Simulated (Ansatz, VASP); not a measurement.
## GaP: VASP beside Ansatz

```
Ga P
1.0
     0.00000    2.06909    2.06909
     2.06909    0.00000    2.06909
     2.06909    2.06909    0.00000
Ga P
1 1
Direct
  0.00000 0.00000 0.00000
  0.50000 0.50000 0.50000
```

Change from the starting cell: volume scaled by 0.55, PAW files.

Alike in both runs: task single point; functional LDA; k mesh 14 × 14 × 14; occupations fermi-dirac, width 0.1 eV; no spin polarisation.

|  | VASP | Ansatz |
| --- | --- | --- |
| version | VASP 6.6.1 | Ansatz 0.2.0 |
| potentials or method | VASP PAW LDA potentials, release 64 (Ga_d, P) | PAW with Ansatz's default frozen-core files, scalar-relativistic |
| plane-wave cutoff (eV) | 500 | 420 |
| valence electrons in the cell | 18 | 18 |

VASP gave:

| Quantity | Value |
| --- | --- |
| pressure (GPa) | 230.5 |

Task: Which values does Ansatz return?

Result: Pressure (GPa): 229.2.

LDA's correlation is that of Perdew and Zunger in VASP and of Perdew and Wang (1992) in Ansatz. Both programs put the cell under a high pressure, so it lies far from rest at this level.

Noted on VASP's run: the cell as given lies far from equilibrium.
